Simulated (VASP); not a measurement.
Write the native input for VASP 6.6.1 that does the following.

| Quantity | Value |
| --- | --- |
| Task | single point |
| Functional | PBE |
| Potentials or basis | VASP PAW PBE potentials, release 64 (Zr_sv, F) |
| Cutoff | 600 eV |
| k mesh | 6 × 6 × 1 |
| Occupations | gaussian, width 0.1 eV |
| Spin | no spin polarisation |
| Dipole correction | no |
| Further INCAR settings | ALGO = Normal; EDIFF = 1e-06; NBANDS = 42 |

The structure of Zr5F lies in POSCAR:

```
Zr5F
1.0
    2.9640421700      0.0000000000      0.0000000000
   -1.4820210900      2.5669358200      0.0000000000
    0.0000000000      0.0000000000     15.2141795200
Zr F
5 1
Direct
    0.6666666700      0.3333333300      0.8184250000
    0.3333333300      0.6666666700      0.6598208500
    0.6666666700      0.3333333300      0.5000000000
    0.3333333300      0.6666666700      0.3401791500
    0.6666666700      0.3333333300      0.1815750000
    0.3333333300      0.6666666700      0.0000000000
```

The cell was generated, and may not be a known phase.

One way to write it, as run:

INCAR

```
SYSTEM = Zr5F
PREC = Accurate ; ENCUT = 600
EDIFF = 1E-6 ; ISMEAR = 0
SIGMA = 0.1 ; LREAL = .FALSE.
LASPH = .TRUE. ; NELM = 120
ALGO = Normal ; ISIF = 2
LWAVE = .FALSE. ; LCHARG = .TRUE.
GGA = PE ; LELF = .TRUE.
LVHAR = .TRUE. ; NBANDS = 42
GGA_COMPAT = .FALSE.
```

KPOINTS

```
Automatic mesh
0
G
  6 6 1
  0 0 0
```

Potentials or basis: VASP PAW PBE potentials, release 64 (Zr_sv, F).

Launch:

```bash
$ cat potpaw_PBE.64/Zr_sv/POTCAR potpaw_PBE.64/F/POTCAR > POTCAR
$ mpirun -np 1 vasp_std > vasp.out
```

Results of the run:

The pressure is 16.5 GPa. The largest force is 3.229 eV/Å and the band gap on the k mesh is zero (an odd number of electrons rules out a gap without spin polarisation).

Caveat: the k points lie up to 0.41 Å⁻¹ apart, too coarse for converged energies and pressures of a metal; forces of over 1 eV/Å act on the atoms, so gaps and moduli don't describe the material at rest.

It took 2.1 min on 1 thread of AMD EPYC 9755 128-Core Processor, on a shared host, peak memory 0.21 GiB.
